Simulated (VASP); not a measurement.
# SnTe (Fm-3m) in VASP: notebook, part 2 of 2

VASP 6.6.1. The steps go on from the part before.

### 3 Single point, RPBE

This run uses another cell than the first one, of 32.53 Å³/atom, 1.020 times its volume.

File INCAR:

```
SYSTEM = SnTe
PREC = Accurate
ENCUT = 520
EDIFF = 1E-7
ISMEAR = -1
SIGMA = 0.05
LREAL = .False.
LASPH = .True.
NELM = 100
ALGO = Normal
ISIF = 2
LWAVE = .False.
LCHARG = .False.
GGA = RP
NBANDS = 17
```

File KPOINTS:

```
regular mesh
0
Gamma
  7 7 7
  0 0 0
```

File POSCAR:

```
SnTe
1.0
    0.0000000000      3.1923133075      3.1923133075
    3.1923133075      0.0000000000      3.1923133075
    3.1923133075      3.1923133075      0.0000000000
Te Sn
1 1
Direct
    0.5000000000      0.5000000000      0.5000000000
    0.0000000000      0.0000000000      0.0000000000
```

Potentials or basis: VASP PAW PBE potentials, release 64 (Te, Sn_d).

Started as:

```bash
$ cat potpaw_PBE.64/Te/POTCAR potpaw_PBE.64/Sn_d/POTCAR > POTCAR
$ mpirun -np 1 vasp_std > vasp.out
```

OUTCAR:

```text
SYSTEM = SnTe
   PREC = Accurate
   ENCUT = 520
   EDIFF = 1E-7
   ISMEAR = -1
   LREAL = .False.
   LASPH = .True.
   NELM = 100
   ISIF = 2
   GGA = RP

 ion  position               nearest neighbor table
   1  0.500  0.500  0.500-   2 3.19   2 3.19   2 3.19   2 3.19   2 3.19   2 3.19
   2  0.000  0.000  0.000-   1 3.19   1 3.19   1 3.19   1 3.19   1 3.19   1 3.19

  LATTYP: Found a face centered cubic cell.
 ALAT       =     6.3846266150

  Lattice vectors:

 A1 = (   0.0000000000,   3.1923133075,   3.1923133075)
 A2 = (   3.1923133075,   0.0000000000,   3.1923133075)
 A3 = (   3.1923133075,   3.1923133075,   0.0000000000)

Analysis of symmetry for initial positions (statically):
=====================================================================
 Subroutine PRICEL returns:
 Original cell was already a primitive cell.

 Routine SETGRP: Setting up the symmetry group for a
 face centered cubic supercell.

 Subroutine GETGRP returns: Found 48 space group operations
 (whereof 48 operations were pure point group operations)
 out of a pool of 48 trial point group operations.

The static configuration has the point symmetry O_h .

Analysis of symmetry for dynamics (positions and initial velocities):
=====================================================================
 Subroutine PRICEL returns:
 Original cell was already a primitive cell.

 Routine SETGRP: Setting up the symmetry group for a
 face centered cubic supercell.

 Subroutine GETGRP returns: Found 48 space group operations
 (whereof 48 operations were pure point group operations)
 out of a pool of 48 trial point group operations.

The dynamic configuration has the point symmetry O_h .

 Subroutine INISYM returns: Found 48 space group operations
 (whereof 48 operations are pure point group operations),
 and found     1 'primitive' translations

[... 106 lines left out ...]
   IALGO  =     38    algorithm
   IMIX   =      4    mixing-type and parameters
     AMIX     =   0.40;   BMIX     =  1.00
     AMIX_MAG =   1.60;   BMIX_MAG =  1.00
  volume/ion in A,a.u.               =      32.53       219.54
  Fermi-wavevector in a.u.,A,eV,Ry     =   1.104848  2.087861 16.608493  1.220690
  Thomas-Fermi vector in A             =   2.241327
   LORBIT       =      0    0 simple, 1 ext, 2 COOP (PROOUT), +10 PAW based schemes
   GGA     = RP    functional components
   LHFCALC =     F    Hartree Fock is set to
   AEXX    =    0.0000 exact exchange contribution
   IVDW    =     0    specifies the selected vdW correction
   LEPSILON=     F    determine dielectric tensor
   LRPA    =     F    only Hartree local field effects (RPA)
 non-spin polarized calculation
  energy-cutoff  :      520.00
  volume of cell :       65.06
 maximum number of plane-waves:      1807
 NGX is ok and might be reduce to    36
   NGX = 17   NGY = 17   NGZ = 17

 number of electron      20.0000003 magnetization

 Free energy of the ion-electron system (eV)
  ---------------------------------------------------
  ext. energy  EPLUGINS =         0.00000000
  ---------------------------------------------------
  free energy    TOTEN  =        -6.86176008 eV

  energy without entropy =       -6.86170180  energy(sigma->0) =       -6.86173094

 E-fermi :   6.6739     XC(G=0):  -9.2102

 val. band max:        6.3469632399   @ k =   0.4286   0.0000   0.0000
 cond. band min:       7.0152423016   @ k =   0.4286   0.0000   0.0000
 fundamental gap:      0.6682790617
 Fermi energy:         6.6738747750

 k-point     1 :       0.0000    0.0000    0.0000
  band No.  band energies     occupation
      1     -15.3776      2.00000
      2     -15.3776      2.00000
      3     -15.3765      2.00000
      4     -15.3765      2.00000
      5     -15.3765      2.00000
      6      -5.9180      2.00000
[... 377 lines left out ...]
      4     -15.3723      2.00000
      5     -15.3680      2.00000
      6      -4.4202      2.00000
[... 9 lines left out ...]
     16      16.3405      0.00000
     17      16.8459      0.00000

------------------------ aborting loop because EDIFF is reached ----------------------------------------

  FORCE on cell =-STRESS in cart. coord.  units (eV):
  Direction    XX          YY          ZZ          XY          YZ          ZX
  --------------------------------------------------------------------------------------
  -------------------------------------------------------------------------------------
  Total        0.7205993      0.7205993      0.7205993      0.0000000      0.0000000      0.0000000
  in kB       17.7442591     17.7442591     17.7442591      0.0000000      0.0000000      0.0000000
  external PRESSURE =      17.7442591 kB  Pullay stress =       0.0000000 kB

 VOLUME and BASIS-vectors are now :
 -----------------------------------------------------------------------------
  energy-cutoff  :      520.00
  volume of cell :       65.06
      direct lattice vectors                 reciprocal lattice vectors
     0.000000000  3.192313308  3.192313308    -0.156626231  0.156626231  0.156626231
     3.192313308  0.000000000  3.192313308     0.156626231 -0.156626231  0.156626231
     3.192313308  3.192313308  0.000000000     0.156626231  0.156626231 -0.156626231

 POSITION                                       TOTAL-FORCE (eV/Angst)
 -----------------------------------------------------------------------------------
      3.19231      3.19231      3.19231         0.000000     -0.000000     -0.000000
      0.00000      0.00000      0.00000        -0.000000      0.000000      0.000000
 -----------------------------------------------------------------------------------
    total drift:                               -0.000000      0.000000      0.000000

  FREE ENERGIE OF THE ION-ELECTRON SYSTEM (eV)
  ---------------------------------------------------
  free  energy   TOTEN  =        -6.8617600839 eV

  energy  without entropy=       -6.8617018044  energy(sigma->0) =       -6.86173094
```

OSZICAR:

```text
N       E                     dE             d eps       ncg     rms          rms(c)
DAV:   1     0.125192501430E+03    0.12519E+03   -0.96201E+03   683   0.135E+03
DAV:   2     0.468867313653E+01   -0.12050E+03   -0.11756E+03   706   0.324E+02
DAV:   3    -0.658532622379E+01   -0.11274E+02   -0.11208E+02   882   0.888E+01
DAV:   4    -0.690290806965E+01   -0.31758E+00   -0.31733E+00   769   0.153E+01
DAV:   5    -0.691528934971E+01   -0.12381E-01   -0.12381E-01  1030   0.301E+00    0.430E+00
DAV:   6    -0.685595066009E+01    0.59339E-01   -0.14676E-01   879   0.232E+00    0.269E+00
DAV:   7    -0.685989518057E+01   -0.39445E-02   -0.60447E-02   764   0.113E+00    0.872E-01
DAV:   8    -0.686153549668E+01   -0.16403E-02   -0.81240E-03   791   0.704E-01    0.196E-01
DAV:   9    -0.686168088736E+01   -0.14539E-03   -0.76205E-04   905   0.273E-01    0.622E-02
DAV:  10    -0.686174331942E+01   -0.62432E-04   -0.21069E-04   794   0.107E-01    0.138E-02
DAV:  11    -0.686176217605E+01   -0.18857E-04   -0.76814E-05   810   0.672E-02    0.216E-02
DAV:  12    -0.686176112451E+01    0.10515E-05   -0.41822E-06   783   0.139E-02    0.137E-02
DAV:  13    -0.686175941426E+01    0.17102E-05   -0.33929E-06   742   0.129E-02    0.898E-03
DAV:  14    -0.686175986518E+01   -0.45091E-06   -0.61268E-07   765   0.654E-03    0.311E-03
DAV:  15    -0.686176001490E+01   -0.14972E-06   -0.29510E-08   414   0.114E-03    0.806E-04
DAV:  16    -0.686176008386E+01   -0.68966E-07   -0.67716E-09   373   0.508E-04
   1 F= -.68617601E+01 E0= -.68617309E+01  d E =-.582795E-04
```

stdout:

```text
POSCAR found type information on POSCAR TeSn
 POSCAR found :  2 types and       2 ions
 scaLAPACK will be used
 -----------------------------------------------------------------------------
|                                                                             |
|                                                                             |
|     You enforced a specific xc type in the INCAR file but a different       |
|     I HOPE YOU KNOW WHAT YOU ARE DOING!                                     |
|                                                                             |
 -----------------------------------------------------------------------------

 LDA part: xc-table for (Slater+PW92), standard interpolation
 POSCAR, INCAR and KPOINTS ok, starting setup
 FFT: planning ... GRIDC
 FFT: planning ... GRID_SOFT
 FFT: planning ... GRID
 WAVECAR not read
 entering main loop
```

Wall time 38 s (1 thread of AMD EPYC 7R43 (Zen 3), shared host); peak memory 0.17 GiB.

What came out:

```yaml
Free_energy: -6.8618 eV
Pressure: 1.8 GPa
```

Caveat: this odd mesh misses L, where the gap lies, so gap, dielectric constants and Born charges aren't listed; the PAW data sets were made with another functional, which shifts forces and pressure a little; spin-orbit coupling is left out, which moves the levels of the heavy elements.

### 4 Single point, RPBE

This run uses another cell than the first one, of 33.16 Å³/atom, 1.039 times its volume.

File INCAR:

```
PREC     = Accurate       # precision mode
ENCUT    = 520            # plane-wave cutoff, eV
EDIFF    = 1E-6           # SCF threshold, eV
ISMEAR   = -1             # smearing method
SIGMA    = 0.05           # smearing width, eV
LREAL    = False          # projectors in reciprocal space
LASPH    = True           # aspherical terms in the spheres
NELM     = 60             # most SCF steps
ALGO     = Normal         # electronic algorithm
ISIF     = 2              # what is computed and relaxed
LWAVE    = False          # write WAVECAR
LCHARG   = True           # write CHGCAR
GGA      = RP             # functional
LELF     = True           # ELF
LVHAR    = True         
NBANDS   = 17             # bands
```

File KPOINTS:

```
Automatic mesh
0
Gamma
  7 7 7
```

File POSCAR:

```
SnTe
1.0
    0.0000000000      3.2126470615      3.2126470615
    3.2126470615      0.0000000000      3.2126470615
    3.2126470615      3.2126470615      0.0000000000
Te Sn
1 1
Direct
    0.5000000000      0.5000000000      0.5000000000
    0.0000000000      0.0000000000      0.0000000000
```

Started as:

```bash
$ cat potpaw_PBE.64/Te/POTCAR potpaw_PBE.64/Sn_d/POTCAR > POTCAR
$ mpirun -np 1 vasp_std > vasp.out
```

Run time: 34 s. Hardware: 1 thread of AMD EPYC 7R43 (Zen 3), shared host; peak memory 0.17 GiB.

It converged, with:

```
Free energy : -6.8726 eV
Pressure    : 0.9 GPa
```

Levels at points of the mesh, in eV from the Fermi level:
```csv
k point,band 8,band 9,band 10,band 11,band 12,band 13
"(0.00, 0.00, 0.00)",-2.08,-2.08,-2.08,3.18,3.18,3.18
```

Caveat: this odd mesh misses L, where the gap lies, so gap, dielectric constants and Born charges aren't listed; the PAW data sets were made with another functional, which shifts forces and pressure a little; spin-orbit coupling is left out, which moves the levels of the heavy elements.

### 5 Overview

```tsv
level	cell	pressure (GPa)
BLYP+D4	a = 4.485 Å, angles 60.0°, 2 atoms	1.0
RPBE	a = 4.515 Å, angles 60.0°, 2 atoms	1.8
RPBE	a = 4.543 Å, angles 60.0°, 2 atoms	0.9
```

Alike in all rows: task single point; potentials or basis VASP PAW PBE potentials, release 64 (Te, Sn_d); no spin polarisation; k mesh 7 × 7 × 7; cutoff (eV) 520; smearing fermi-dirac 0.05 eV.

Caveats: the PAW data sets were made with another functional, which shifts forces and pressure a little; spin-orbit coupling is left out, which moves the levels of the heavy elements.

Absolute energies hang on the potentials; compare differences alone.
